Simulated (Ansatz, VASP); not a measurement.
## MgI2 in VASP and in Ansatz

```
Mg I
1.0
     0.00000    3.75572    3.75572
     3.75572    0.00000    3.75572
     3.75572    3.75572    0.00000
Mg I
1 2
Direct
  0.00000 0.00000 0.00000
  0.25000 0.25000 0.25000
  0.75000 0.75000 0.75000
```

Alike in both runs: task single point; functional PBE-based screened hybrid; k mesh 4 × 4 × 4; no spin polarisation.

|  | VASP | Ansatz |
| --- | --- | --- |
| version | VASP 6.6.1 | Ansatz 0.2.0 |
| potentials or method | VASP PAW PBE potentials, release 64 (Mg, I) | plane waves |
| plane-wave cutoff (eV) | 520 | 420 |
| occupations | gaussian, width 0.01 eV | fixed |
| valence electrons in the cell | 16 | 44 |

VASP gave:

```
gap on the k mesh at the Fermi level (eV) : 1.77
pressure (GPa)                            : -1.2
```

Which values does Ansatz return?

gap on the k mesh at the Fermi level (eV): 1.91; pressure (GPa): -0.9.

VASP's potentials were made for PBE, not for PBE-based screened hybrid. VASP's potentials hold 16 valence electrons a cell and Ansatz's 44, so a difference there can come from the potentials and not from the codes. Ansatz's warnings: stress exchange threshold loose, stress scf threshold loose.

Spin-orbit coupling is off throughout.
